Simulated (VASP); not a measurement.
Input of a VASP 6.6.1 run:

INCAR

```
SYSTEM = Sn
ALGO     = Normal         ! electronic algorithm
EDIFF    = 1E-6           ! SCF threshold, eV
ENCUT    = 520            ! plane-wave cutoff, eV
GGA      = PE             ! functional
ISIF     = 2              ! what is computed and relaxed
ISMEAR   = 0              ! smearing method
LASPH    = .TRUE.         ! aspherical terms in the spheres
LCHARG   = .FALSE.        ! write CHGCAR
LREAL    = .FALSE.        ! projectors in reciprocal space
LWAVE    = .FALSE.        ! write WAVECAR
NBANDS   = 13             ! bands
NELM     = 100            ! most SCF steps
PREC     = Accurate       ! precision mode
SIGMA    = 0.1            ! smearing width, eV
```

The input KPOINTS:

```
k-points
0
G
  12 14 14
  0 0 0
```

POSCAR

```
Sn
1.0
   -2.0159095356      2.0944239070      2.0100361150
    1.9774102107     -1.9807447979      1.8578576809
    1.9716125761      1.9364478383     -1.8963570058
Sn
1
Direct
    0.0000000000      0.0000000000      0.0000000000
```

Potentials or basis: VASP PAW PBE potentials, release 64 (Sn_d).

The run is started by

```sh
$ cat potpaw_PBE.64/Sn_d/POTCAR > POTCAR
$ mpirun -np 1 vasp_std > vasp.out
```

Predict the pressure.

-3.8 GPa.

Estimate the band gap on the k mesh.

zero (bands 7 and 8 overlap by 8.18 eV).

Stress tensor (GPa, compression positive):
```
-3.76  0.07 -0.06
 0.07 -3.48 -0.67
-0.06 -0.67 -4.27
```

Caveat: the cell differs from its parent crystal (the cell strained at random); the cell stands under tension; spin-orbit coupling is left out, which moves the levels of the heavy elements.
